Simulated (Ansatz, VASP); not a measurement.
# GaMo in VASP and in Ansatz

```
CELL_PARAMETERS angstrom
1.42636 0.82351 4.44953
-1.42636 0.82351 4.44953
0.00000 -1.64702 4.44953
ATOMIC_POSITIONS crystal
Ga 0.50000 0.50000 0.50000
Mo 0.00000 0.00000 0.00000
```

Alike in both runs: functional PBE; k mesh 18 × 18 × 18; occupations gaussian, width 0.1 eV; no spin polarisation.

Ansatz relaxed the structure, and its values are those at the end. VASP's run is a single point on that final structure, the one shown.

|  | VASP | Ansatz |
| --- | --- | --- |
| version | VASP 6.6.1 | Ansatz 0.2.0 |
| potentials or method | VASP PAW PBE potentials, release 64 (Ga_d, Mo_sv), cutoff 520 eV | scalar-relativistic, plane waves, PAW |
| valence electrons in the cell | 27 | 27 |

Ansatz gave:

* gap on the k mesh at the Fermi level (eV): none
* pressure (GPa): 0.0

Task: Which values does VASP return?

Result: gap on the k mesh at the Fermi level (eV): none; pressure (GPa): 0.4.

A gap of «none» marks a metal or a gap that the smearing closes.
